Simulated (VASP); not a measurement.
Set up this calculation in VASP 6.6.1, as the native input.

* Task: relaxation of cell and atoms
* Functional: r2SCAN
* Potentials or basis: VASP PAW PBE potentials, release 64 (Si, C)
* Cutoff: 600 eV
* k mesh: 8 × 8 × 8
* Occupations: gaussian, width 0.01 eV
* Spin: no spin polarisation
* Target pressure: 10 GPa
* Dipole correction: no
* Further INCAR settings: ALGO = Normal; EDIFF = 1e-07; IBRION = 2; EDIFFG = -0.002; NSW = 100; ISIF = 3

SiC:

```
Si C
1.0
     0.00000    2.17817    2.17817
     2.17817    0.00000    2.17817
     2.17817    2.17817    0.00000
Si C
1 1
Direct
  0.00000 0.00000 0.00000
  0.75000 0.75000 0.75000
```

The input as run:

POSCAR

```
SiC
1.0
    0.0000000000      2.1781707228      2.1781707228
    2.1781707228      0.0000000000      2.1781707228
    2.1781707228      2.1781707228      0.0000000000
Si C
1 1
Direct
    0.0000000000      0.0000000000      0.0000000000
    0.7500000000      0.7500000000      0.7500000000
```

INCAR.step1

```
PREC = Accurate
ENCUT = 600
ISMEAR = 0
SIGMA = 0.01
LREAL = False
LASPH = True
NELM = 60
GGA = PE
ALGO = Normal
EDIFF = 1E-4
LWAVE = True
LCHARG = False
```

INCAR.step2

```
PREC = Accurate
ENCUT = 600
EDIFF = 1E-7
ISMEAR = 0
SIGMA = 0.01
LREAL = False
LASPH = True
NELM = 60
ALGO = Normal
ISIF = 3
LWAVE = False
LCHARG = False
METAGGA = R2SCAN
LMIXTAU = True
IBRION = 2
NSW = 100
EDIFFG = -0.002
PSTRESS = 100.0
ISTART = 1
```

KPOINTS

```
regular mesh
0
Gamma
  8 8 8
```

Potentials or basis: VASP PAW PBE potentials, release 64 (Si, C).

Command:

```console
$ cat potpaw_PBE.64/Si/POTCAR potpaw_PBE.64/C/POTCAR > POTCAR
$ cp INCAR.step1 INCAR
$ mpirun -np 1 vasp_std > vasp.out
$ cp INCAR.step2 INCAR
$ mpirun -np 1 vasp_std > vasp.out
```

Results of the run:

```json
{"Relaxed volume": "9.91 Å³/atom", "Relaxed cell": "a = 3.037 Å, b = 3.037 Å, c = 3.037 Å, α = 60.00°, β = 60.00°, γ = 60.00°", "Space group after relaxing (to 0.05 Å)": "F-43m (No. 216)", "Energy change on relaxing (the enthalpy is what falls)": "+12.4 meV/atom", "Ionic steps": "6", "Pressure after relaxing": "10.0 GPa", "Band gap on the k mesh": "1.70 eV, indirect (least direct gap 5.11 eV)"}
```

Caveat: the cell is relaxed towards a set pressure, so the enthalpy falls and the energy may rise; the PAW data sets were made with another functional, which shifts forces and pressure a little.

Wall time 69 s on 1 thread of Intel(R) Xeon(R) 6975P-C (Granite Rapids), with other jobs on the host, peak memory 0.15 GiB.
